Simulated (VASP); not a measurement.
Set up this calculation in VASP 6.6.1, as the native input.

```yaml
Task: single point
Functional: r2SCAN0
Potentials_or_basis: VASP PAW PBE potentials, release 64 (Na_pv)
Cutoff: 520 eV
k_mesh: 4 × 4 × 4
Occupations: fermi-dirac, width 0.1 eV
Spin: no spin polarisation
Dipole_correction: no
Grid_for_exact_exchange_PRECFOCK: Normal
Further_INCAR_settings: ALGO = Normal; EDIFF = 1e-06; NBANDS = 14
```

Crystal: Na.

```
CELL_PARAMETERS angstrom
0.00000 3.81493 3.81493
3.81493 0.00000 3.81493
3.81493 3.81493 0.00000
ATOMIC_POSITIONS crystal
Na 0.12500 0.12500 0.12500
Na 0.87500 0.87500 0.87500
```

One way to write it, as run:

POSCAR

```
Na
1.0
    0.0000000000      3.8149304438      3.8149304438
    3.8149304438      0.0000000000      3.8149304438
    3.8149304438      3.8149304438      0.0000000000
Na
2
Direct
    0.1250000000      0.1250000000      0.1250000000
    0.8750000000      0.8750000000      0.8750000000
```

INCAR.step1

```
SYSTEM = Na
PREC     = Accurate       ! precision mode
ENCUT    = 520            ! plane-wave cutoff, eV
EDIFF    = 1E-5           ! SCF threshold, eV
ISMEAR   = -1             ! smearing method
SIGMA    = 0.1            ! smearing width, eV
LREAL    = .FALSE.        ! projectors in reciprocal space
LASPH    = .TRUE.         ! aspherical terms in the spheres
NELM     = 100            ! most SCF steps
ALGO     = Normal         ! electronic algorithm
ISIF     = 2              ! what is computed and relaxed
LWAVE    = .TRUE.         ! write WAVECAR
NBANDS   = 14             ! bands
GGA      = PE             ! functional
```

INCAR.step2

```
SYSTEM = Na
PREC     = Accurate       ! precision mode
ENCUT    = 520            ! plane-wave cutoff, eV
EDIFF    = 1E-6           ! SCF threshold, eV
ISMEAR   = -1             ! smearing method
SIGMA    = 0.1            ! smearing width, eV
LREAL    = .FALSE.        ! projectors in reciprocal space
LASPH    = .TRUE.         ! aspherical terms in the spheres
NELM     = 100            ! most SCF steps
ALGO     = Normal         ! electronic algorithm
ISIF     = 2              ! what is computed and relaxed
LWAVE    = .FALSE.        ! write WAVECAR
LCHARG   = .TRUE.         ! write CHGCAR
METAGGA  = R2SCAN         ! meta-GGA
LHFCALC  = .TRUE.         ! exact exchange
AEXX     = 0.25           ! exact-exchange fraction
LMIXTAU  = .TRUE.       
PRECFOCK = Normal       
LELF     = .TRUE.         ! ELF
LVHAR    = .TRUE.       
NBANDS   = 14             ! bands
ISTART   = 1
```

KPOINTS

```
Automatic mesh
0
G
  4 4 4
  0 0 0
```

Potentials or basis: VASP PAW PBE potentials, release 64 (Na_pv).

Run with:

```console
$ cat potpaw_PBE.64/Na_pv/POTCAR > POTCAR
$ cp INCAR.step1 INCAR
$ mpirun -np 1 vasp_std > vasp.out
$ cp INCAR.step2 INCAR
$ mpirun -np 1 vasp_std > vasp.out
```

It gave:

```json
{"Pressure": "-0.3 GPa", "Band gap on the k mesh": "zero (band 7 reaches 0.25 eV, above the bottom of band 8 at -1.33 eV)"}
```

Caveat: the PAW data sets were made with another functional, which shifts forces and pressure a little.

Run time: 31 min on 1 thread of AMD EPYC 7R43 64-Core Processor (Zen 3), on a shared host, peak memory 0.24 GiB.
